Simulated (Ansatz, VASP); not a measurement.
# BSe: VASP beside Ansatz

INCAR

```
PREC     = Accurate       # precision mode
ENCUT    = 500            # plane-wave cutoff, eV
EDIFF    = 1E-6           # SCF threshold, eV
ISMEAR   = 0              # smearing method
SIGMA    = 0.1            # smearing width, eV
LREAL    = False          # projectors in reciprocal space
LASPH    = True           # aspherical terms in the spheres
NELM     = 120            # most SCF steps
ALGO     = Normal         # electronic algorithm
ISIF     = 2              # what is computed and relaxed
LWAVE    = False          # write WAVECAR
LCHARG   = True           # write CHGCAR
GGA      = PE             # functional
LELF     = True           # ELF
LVHAR    = True         
NBANDS   = 17             # bands
GGA_COMPAT= False
```

The input KPOINTS:

```
Automatic mesh
0
Gamma
  6 6 4
```

The input POSCAR:

```
BSe
1.0
    3.6490453061      0.0000000000      0.0000000000
   -1.8245226531      3.1601659346      0.0000000000
    0.0000000000      0.0000000000      5.2129223030
B Se
2 2
Direct
    0.0000000000      0.0000000000      0.0000000000
    0.0000000000      0.0000000000      0.5000000000
    0.3333333333      0.6666666667      0.2500000000
    0.6666666667      0.3333333333      0.7500000000
```

Input for Ansatz:

```yaml
crystal:
  lattice:
    - [3.6490453061, 0.0, 0.0]
    - [-1.8245226531, 3.1601659346, 0.0]
    - [0.0, 0.0, 5.212922303]
  atoms:
    - { symbol: B, position: [0.0, 0.0, 0.0] }
    - { symbol: B, position: [0.0, 0.0, 0.5] }
    - { symbol: Se, position: [0.3333333333, 0.6666666667, 0.25] }
    - { symbol: Se, position: [0.6666666667, 0.3333333333, 0.75] }
basis:
  ecutwfc: 420
kpoints:
  mp_grid: { grid: [6, 6, 4] }
hamiltonian:
  xc: pbe
scf:
  occupations: { method: gaussian, width: 0.1 }
  lower_state_search: "off"
output:
  forces: true
  stress: true
  eigenvalues: true
```

Alike in both runs: task single point; functional PBE; k mesh 6 × 6 × 4; occupations gaussian, width 0.1 eV; no spin polarisation.

```csv
,VASP,Ansatz
version,VASP 6.6.1,Ansatz 0.2.0
potentials or method,"VASP PAW PBE potentials, release 64 (B, Se), cutoff 500 eV","scalar-relativistic, plane waves, PAW"
valence electrons in the cell,18,38
```

```tsv
	VASP	Ansatz	Ansatz less VASP
gap on the k mesh at the Fermi level (eV)	none	none	-
pressure (GPa)	-4.9	-4.9	-0.03
traceless stress, the component that is largest in VASP (GPa)	13.02	13.05	+0.022
```

A gap of «none» marks a metal or a gap that the smearing closes. VASP's potentials hold 18 valence electrons a cell and Ansatz's 38, so a difference there can come from the potentials and not from the codes.
